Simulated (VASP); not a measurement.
# Zr (Im-3m) in VASP: a series of runs

Runs on Zr. Level: PBE. Tasks: electric field gradients.

Program: VASP 6.6.1. These are calculated values, not measurements. Logs are shortened: lines on timing, memory, paths and dates and some standing lists are left out, and cuts for length are marked.

## Step 1: The cell of the first run

It takes space group Im-3m (No. 229, cubic). Conventional cell: a = 3.571 Å, b = 3.571 Å, c = 3.571 Å, α = 90.00°, β = 90.00°, γ = 90.00°. Within 4.1 Å of Zr (site symmetry m-3m) lie 14 Zr at 3.09 to 3.57 Å.

This isn't the form of Zr at room conditions, which is hcp.

## Step 2: Electric field gradients, PBE (22.77 Å³/atom)

INCAR

```
SYSTEM = Zr
  ALGO = Normal
  EDIFF = 1E-8
  ENCUT = 400
  GGA = PE
  GGA_COMPAT = .FALSE.
  ISIF = 2
  ISMEAR = -1
  LASPH = .TRUE.
  LCHARG = .FALSE.
  LEFG = .TRUE.
  LREAL = .FALSE.
  LWAVE = .FALSE.
  NBANDS = 12
  NELM = 120
  PREC = Accurate
  SIGMA = 0.08
```

KPOINTS

```
k-points
0
G
  14 14 14
  0 0 0
```

POSCAR

```
Zr
1.0
   -1.7855375418      1.7855375418      1.7855375418
    1.7855375418     -1.7855375418      1.7855375418
    1.7855375418      1.7855375418     -1.7855375418
Zr
1
Direct
    0.0000000000      0.0000000000      0.0000000000
```

Potentials or basis: VASP PAW PBE potentials, release 64 (Zr_sv).

Command:

```console
cat potpaw_PBE.64/Zr_sv/POTCAR > POTCAR
mpirun -np 1 vasp_std > vasp.out
```

OUTCAR:

```text
SYSTEM = Zr
   EDIFF = 1E-8
   ENCUT = 400
   GGA = PE
   ISIF = 2
   ISMEAR = -1
   LASPH = .TRUE.
   LREAL = .FALSE.
   NELM = 120
   PREC = Accurate

 ion  position               nearest neighbor table
   1  0.000  0.000  0.000-

  LATTYP: Found a body centered cubic cell.
 ALAT       =     3.5710750836

  Lattice vectors:

 A1 = (  -1.7855375418,   1.7855375418,   1.7855375418)
 A2 = (   1.7855375418,  -1.7855375418,   1.7855375418)
 A3 = (   1.7855375418,   1.7855375418,  -1.7855375418)

Analysis of symmetry for initial positions (statically):
=====================================================================
 Subroutine PRICEL returns:
 Original cell was already a primitive cell.

 Routine SETGRP: Setting up the symmetry group for a
 body centered cubic supercell.

 Subroutine GETGRP returns: Found 48 space group operations
 (whereof 48 operations were pure point group operations)
 out of a pool of 48 trial point group operations.

The static configuration has the point symmetry O_h .

Analysis of symmetry for dynamics (positions and initial velocities):
=====================================================================
 Subroutine PRICEL returns:
 Original cell was already a primitive cell.

 Routine SETGRP: Setting up the symmetry group for a
 body centered cubic supercell.

 Subroutine GETGRP returns: Found 48 space group operations
 (whereof 48 operations were pure point group operations)
 out of a pool of 48 trial point group operations.

The dynamic configuration has the point symmetry O_h .

 Subroutine INISYM returns: Found 48 space group operations
 (whereof 48 operations are pure point group operations),
 and found     1 'primitive' translations

----------------------------------------------------------------------------------------

                                     Primitive cell

  volume of cell :      22.7702

  direct lattice vectors                    reciprocal lattice vectors
    -1.785537542  1.785537542  1.785537542     0.000000000  0.280027716  0.280027716
     1.785537542 -1.785537542  1.785537542     0.280027716  0.000000000  0.280027716
     1.785537542  1.785537542 -1.785537542     0.280027716  0.280027716  0.000000000

  length of vectors
     3.092641741  3.092641741  3.092641741     0.396018994  0.396018994  0.396018994

[... 121 lines left out ...]
  free energy    TOTEN  =        -8.45428703 eV

  energy without entropy =       -8.41616197  energy(sigma->0) =       -8.43522450

 E-fermi :   8.9595     XC(G=0): -11.1773

 val. band max:        8.9551711964   @ k =  -0.4286  -0.4286   0.1429
 cond. band min:       8.9657907954   @ k =   0.5000   0.5000   0.1429
 fundamental gap:      0.0106195990
 Fermi energy:         8.9594960022

 k-point     1 :       0.0000    0.0000    0.0000
  band No.  band energies     occupation
      1     -39.4880      2.00000
      2     -16.9698      2.00000
      3     -16.9698      2.00000
      4     -16.9698      2.00000
      5       3.5574      2.00000
      6      10.0940      0.00000
      7      10.0940      0.00000
      8      10.0940      0.00000
      9      12.6239      0.00000
     10      12.6239      0.00000
     11      21.4206      0.00000
     12      21.4206      0.00000
[... 331 lines left out ...]
 k-point    24 :       0.3571    0.2857    0.0000
  band No.  band energies     occupation
      1     -39.3026      2.00000
      2     -17.7627      2.00000
      3     -17.6036      2.00000
      4     -17.0984      2.00000
      5       7.5409      2.00000
      6       8.4025      1.99811
      7       8.8199      1.70275
      8      12.8003      0.00000
      9      13.2255      0.00000
     10      17.6549      0.00000
     11      18.1186      0.00000
     12      19.5744      0.00000

 [... further k-points ...]

------------------------ aborting loop because EDIFF is reached ----------------------------------------

  FORCE on cell =-STRESS in cart. coord.  units (eV):
  Direction    XX          YY          ZZ          XY          YZ          ZX
  --------------------------------------------------------------------------------------
  -------------------------------------------------------------------------------------
  Total        0.0253349      0.0253349      0.0253349      0.0000000      0.0000000      0.0000000
  in kB        1.7826354      1.7826354      1.7826354      0.0000000      0.0000000      0.0000000
  external PRESSURE =       1.7826354 kB  Pullay stress =       0.0000000 kB

 VOLUME and BASIS-vectors are now :
 -----------------------------------------------------------------------------
  energy-cutoff  :      400.00
  volume of cell :       22.77
      direct lattice vectors                 reciprocal lattice vectors
    -1.785537542  1.785537542  1.785537542     0.000000000  0.280027716  0.280027716
     1.785537542 -1.785537542  1.785537542     0.280027716  0.000000000  0.280027716
     1.785537542  1.785537542 -1.785537542     0.280027716  0.280027716  0.000000000

 POSITION                                       TOTAL-FORCE (eV/Angst)
 -----------------------------------------------------------------------------------
      0.00000      0.00000      0.00000         0.000000      0.000000     -0.000000
 -----------------------------------------------------------------------------------
    total drift:                                0.000000      0.000000      0.000000

  FREE ENERGIE OF THE ION-ELECTRON SYSTEM (eV)
  ---------------------------------------------------
  free  energy   TOTEN  =        -8.4542870273 eV

  energy  without entropy=       -8.4161619735  energy(sigma->0) =       -8.43522450

 Electric field gradients (V/A^2)
---------------------------------------------------------------------
 ion       V_xx      V_yy      V_zz      V_xy      V_xz      V_yz
---------------------------------------------------------------------
   1      -0.000    -0.000    -0.000     0.000     0.000     0.000
---------------------------------------------------------------------

 Electric field gradients after diagonalization (V/A^2)
 (convention: |V_zz| > |V_xx| > |V_yy|)
----------------------------------------------------------------------
 ion       V_xx      V_yy      V_zz     asymmetry (V_yy - V_xx)/ V_zz
----------------------------------------------------------------------
   1      -0.000    -0.000     0.000       0.000
----------------------------------------------------------------------

           NMR quadrupolar parameters

 Cq : quadrupolar parameter    Cq=e*Q*V_zz/h
 eta: asymmetry parameters     (V_yy - V_xx)/ V_zz
 Q  : nuclear electric quadrupole moment in mb (millibarn)
----------------------------------------------------------------------
 ion       Cq(MHz)       eta       Q (mb)
----------------------------------------------------------------------
   1       0.000       0.000       1.000
----------------------------------------------------------------------
```

stdout:

```text
POSCAR found type information on POSCAR Zr
 POSCAR found :  1 types and       1 ions
 scaLAPACK will be used
 LDA part: xc-table for (Slater+PW92), standard interpolation
 POSCAR, INCAR and KPOINTS ok, starting setup
 FFT: planning ... GRIDC
 FFT: planning ... GRID_SOFT
 FFT: planning ... GRID
 WAVECAR not read
 entering main loop
ion   1
```

It took 36 s on 1 thread of Intel Xeon 8259CL, shared host; peak memory 0.13 GiB.

What came out:

```
Free energy                             : -8.4543 eV
Pressure                                : 0.2 GPa
Band gap on the k mesh                  : zero (bands 6 and 7 overlap by 1.78 eV)
Largest electric field gradient by atom : zero within the noise of the run
```

## Step 3: Electric field gradients, PBE (24.31 Å³/atom)

This run uses another cell than the first one, of 24.31 Å³/atom.

INCAR

```
ALGO     = Normal         # electronic algorithm
EDIFF    = 1E-8           # SCF threshold, eV
ENCUT    = 400            # plane-wave cutoff, eV
GGA      = PE             # functional
GGA_COMPAT= F            
ISIF     = 2              # what is computed and relaxed
ISMEAR   = -1             # smearing method
LASPH    = T              # aspherical terms in the spheres
LCHARG   = F              # write CHGCAR
LEFG     = T            
LREAL    = F              # projectors in reciprocal space
LWAVE    = F              # write WAVECAR
NBANDS   = 12             # bands
NELM     = 120            # most SCF steps
PREC     = Accurate       # precision mode
SIGMA    = 0.08           # smearing width, eV
```

KPOINTS

```
k-points
0
Gamma
  14 14 14
```

POSCAR

```
Zr
1.0
   -1.8249593561      1.8249593561      1.8249593561
    1.8249593561     -1.8249593561      1.8249593561
    1.8249593561      1.8249593561     -1.8249593561
Zr
1
Direct
    0.0000000000      0.0000000000      0.0000000000
```

Potentials or basis: VASP PAW PBE potentials, release 64 (Zr_sv).

Command:

```console
cat potpaw_PBE.64/Zr_sv/POTCAR > POTCAR
mpirun -np 1 vasp_std > vasp.out
```

OUTCAR:

```text
EDIFF = 1E-8
   ENCUT = 400
   GGA = PE
   ISIF = 2
   ISMEAR = -1
   LASPH = T
   LREAL = F
   NELM = 120
   PREC = Accurate

 ion  position               nearest neighbor table
   1  0.000  0.000  0.000-

  LATTYP: Found a body centered cubic cell.
 ALAT       =     3.6499187122

  Lattice vectors:

 A1 = (  -1.8249593561,   1.8249593561,   1.8249593561)
 A2 = (   1.8249593561,  -1.8249593561,   1.8249593561)
 A3 = (   1.8249593561,   1.8249593561,  -1.8249593561)

Analysis of symmetry for initial positions (statically):
=====================================================================
 Subroutine PRICEL returns:
 Original cell was already a primitive cell.

 Routine SETGRP: Setting up the symmetry group for a
 body centered cubic supercell.

 Subroutine GETGRP returns: Found 48 space group operations
 (whereof 48 operations were pure point group operations)
 out of a pool of 48 trial point group operations.

The static configuration has the point symmetry O_h .

Analysis of symmetry for dynamics (positions and initial velocities):
=====================================================================
 Subroutine PRICEL returns:
 Original cell was already a primitive cell.

 Routine SETGRP: Setting up the symmetry group for a
 body centered cubic supercell.

 Subroutine GETGRP returns: Found 48 space group operations
 (whereof 48 operations were pure point group operations)
 out of a pool of 48 trial point group operations.

The dynamic configuration has the point symmetry O_h .

 Subroutine INISYM returns: Found 48 space group operations
 (whereof 48 operations are pure point group operations),
 and found     1 'primitive' translations

----------------------------------------------------------------------------------------

                                     Primitive cell

  volume of cell :      24.3119

  direct lattice vectors                    reciprocal lattice vectors
    -1.824959356  1.824959356  1.824959356     0.000000000  0.273978704  0.273978704
     1.824959356 -1.824959356  1.824959356     0.273978704  0.000000000  0.273978704
     1.824959356  1.824959356 -1.824959356     0.273978704  0.273978704  0.000000000

  length of vectors
     3.160922327  3.160922327  3.160922327     0.387464400  0.387464400  0.387464400

  position of ions in fractional coordinates (direct lattice)
     0.000000000  0.000000000  0.000000000

  ion indices of the primitive-cell ions
   primitive index   ion index
                 1           1

----------------------------------------------------------------------------------------

 KPOINTS: k-points

Automatic generation of k-mesh.
 Grid dimensions read from file:
 generate k-points for:   14   14   14

 Generating k-lattice:

  Cartesian coordinates                     Fractional coordinates (reciprocal lattice)
[... 65 lines left out ...]
   NFREE  =      0    steps in history (QN), initial steepest desc. (CG)
   ISIF   =      2    stress and relaxation
   ISYM   =      2    0-nonsym 1-usesym 2-fastsym
   POTIM  = 0.5000    time-step for ionic-motion
   TEBEG  =    0.0;   TEEND  =   0.0 temperature during run
   PSTRESS=    0.0 pullay stress
   NELECT =      12.0000    total number of electrons
   NUPDOWN=      -1.0000    fix difference up-down
   EMIN   =  10.00;   EMAX   =-10.00  energy-range for DOS
   EFERMI =   0.00;   METHOD = LEGACY
   ISMEAR =    -1;   SIGMA  =   0.08  broadening in eV -4-tet -1-fermi 0-gaus
   EFERMI_NEDOS =   21; number of points for ismear=-14 and -15
   IALGO  =     38    algorithm
   IMIX   =      4    mixing-type and parameters
     AMIX     =   0.40;   BMIX     =  1.00
     AMIX_MAG =   1.60;   BMIX_MAG =  1.00
  volume/ion in A,a.u.               =      24.31       164.07
  Fermi-wavevector in a.u.,A,eV,Ry     =   1.293785  2.444899 22.774509  1.673879
  Thomas-Fermi vector in A             =   2.425409
   LORBIT       =      0    0 simple, 1 ext, 2 COOP (PROOUT), +10 PAW based schemes
   GGA     = PE    functional components
   LHFCALC =     F    Hartree Fock is set to
   AEXX    =    0.0000 exact exchange contribution
   IVDW    =     0    specifies the selected vdW correction
   LEPSILON=     F    determine dielectric tensor
   LRPA    =     F    only Hartree local field effects (RPA)
 non-spin polarized calculation
  energy-cutoff  :      400.00
  volume of cell :       24.31
 maximum number of plane-waves:       466
 NGX is ok and might be reduce to    24
   NGX = 11   NGY = 11   NGZ = 11

 number of electron      12.0000000 magnetization

 Free energy of the ion-electron system (eV)
  ---------------------------------------------------
  ext. energy  EPLUGINS =         0.00000000
  ---------------------------------------------------
  free energy    TOTEN  =        -8.43227445 eV

  energy without entropy =       -8.38939456  energy(sigma->0) =       -8.41083450

 E-fermi :   8.2438     XC(G=0): -10.8822

 val. band max:        8.2208280612   @ k =   0.2857   0.2143   0.0714
 cond. band min:       8.2449083738   @ k =   0.2143   0.2143   0.0000
 fundamental gap:      0.0240803126
 Fermi energy:         8.2438245265

 k-point     1 :       0.0000    0.0000    0.0000
  band No.  band energies     occupation
      1     -40.3437      2.00000
      2     -17.9140      2.00000
      3     -17.9140      2.00000
      4     -17.9140      2.00000
      5       2.9523      2.00000
      6       9.3413      0.00000
      7       9.3413      0.00000
      8       9.3413      0.00000
      9      11.6960      0.00000
     10      11.6960      0.00000
     11      20.4866      0.00000
     12      20.4866      0.00000
[... 331 lines left out ...]
 k-point    24 :       0.3571    0.2857   -0.0000
  band No.  band energies     occupation
      1     -40.2028      2.00000
      2     -18.5554      2.00000
      3     -18.4266      2.00000
      4     -18.0178      2.00000
      5       6.9357      2.00000
      6       7.7186      1.99719
      7       8.0661      1.80431
      8      11.8380      0.00000
      9      12.2189      0.00000
     10      16.2882      0.00000
     11      16.7436      0.00000
     12      18.1472      0.00000

 [... further k-points ...]
[... 5 lines left out ...]
  --------------------------------------------------------------------------------------
  -------------------------------------------------------------------------------------
  Total       -0.7610233     -0.7610233     -0.7610233     -0.0000000     -0.0000000      0.0000000
  in kB      -50.1520834    -50.1520834    -50.1520834     -0.0000000     -0.0000000      0.0000000
  external PRESSURE =     -50.1520834 kB  Pullay stress =       0.0000000 kB

 VOLUME and BASIS-vectors are now :
 -----------------------------------------------------------------------------
  energy-cutoff  :      400.00
  volume of cell :       24.31
      direct lattice vectors                 reciprocal lattice vectors
    -1.824959356  1.824959356  1.824959356     0.000000000  0.273978704  0.273978704
     1.824959356 -1.824959356  1.824959356     0.273978704  0.000000000  0.273978704
     1.824959356  1.824959356 -1.824959356     0.273978704  0.273978704  0.000000000

 POSITION                                       TOTAL-FORCE (eV/Angst)
 -----------------------------------------------------------------------------------
      0.00000      0.00000      0.00000         0.000000      0.000000      0.000000
 -----------------------------------------------------------------------------------
    total drift:                                0.000000      0.000000      0.000000

  FREE ENERGIE OF THE ION-ELECTRON SYSTEM (eV)
  ---------------------------------------------------
  free  energy   TOTEN  =        -8.4322744492 eV

  energy  without entropy=       -8.3893945596  energy(sigma->0) =       -8.41083450

 Electric field gradients (V/A^2)
---------------------------------------------------------------------
 ion       V_xx      V_yy      V_zz      V_xy      V_xz      V_yz
---------------------------------------------------------------------
   1      -0.000    -0.000    -0.000    -0.000    -0.000    -0.000
---------------------------------------------------------------------

 Electric field gradients after diagonalization (V/A^2)
 (convention: |V_zz| > |V_xx| > |V_yy|)
----------------------------------------------------------------------
 ion       V_xx      V_yy      V_zz     asymmetry (V_yy - V_xx)/ V_zz
----------------------------------------------------------------------
   1       0.000     0.000    -0.000       0.000
----------------------------------------------------------------------

           NMR quadrupolar parameters

 Cq : quadrupolar parameter    Cq=e*Q*V_zz/h
 eta: asymmetry parameters     (V_yy - V_xx)/ V_zz
 Q  : nuclear electric quadrupole moment in mb (millibarn)
----------------------------------------------------------------------
 ion       Cq(MHz)       eta       Q (mb)
----------------------------------------------------------------------
   1      -0.000       0.000       1.000
----------------------------------------------------------------------
```

Wall time 44 s (1 thread of Intel Xeon 8259CL, shared host); peak memory 0.15 GiB.

What came out:

```
Free energy                             : -8.4323 eV
Pressure                                : -5.0 GPa
Band gap on the k mesh                  : zero (bands 6 and 7 overlap by 1.71 eV)
Largest electric field gradient by atom : zero within the noise of the run
```

Caveat: the cell stands under tension.
